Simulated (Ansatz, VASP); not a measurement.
**AlCu in VASP and in Ansatz**

```
CELL_PARAMETERS angstrom
0.00000 2.51899 2.51899
2.51899 0.00000 2.51899
2.51899 2.51899 0.00000
ATOMIC_POSITIONS crystal
Cu 0.00000 0.00000 0.00000
Al 0.50000 0.50000 0.50000
```

Alike in both runs: task relaxation of cell and atoms; functional PBE; k mesh 14 × 14 × 14; occupations fermi-dirac, width 0.05 eV; no spin polarisation.

```csv
,VASP,Ansatz
version,VASP 6.6.1,Ansatz 0.2.0
potentials or method,"VASP PAW PBE potentials, release 64 (Cu, Al)","PAW with Ansatz's default frozen-core files, scalar-relativistic"
plane-wave cutoff (eV),600,420
valence electrons in the cell,14,22
```

Ansatz gave:

| Item | Value |
| --- | --- |
| relaxed volume (Å³/atom) | 16.11 |
| relaxed cell length with the largest relative difference (Å) | 3.572 |

Q: Estimate VASP's values.

A: Relaxed volume (Å³/atom): 16.18; relaxed cell length with the largest relative difference (Å): 3.577.

VASP's potentials hold 14 valence electrons a cell and Ansatz's 22, so a difference there can come from the potentials and not from the codes.
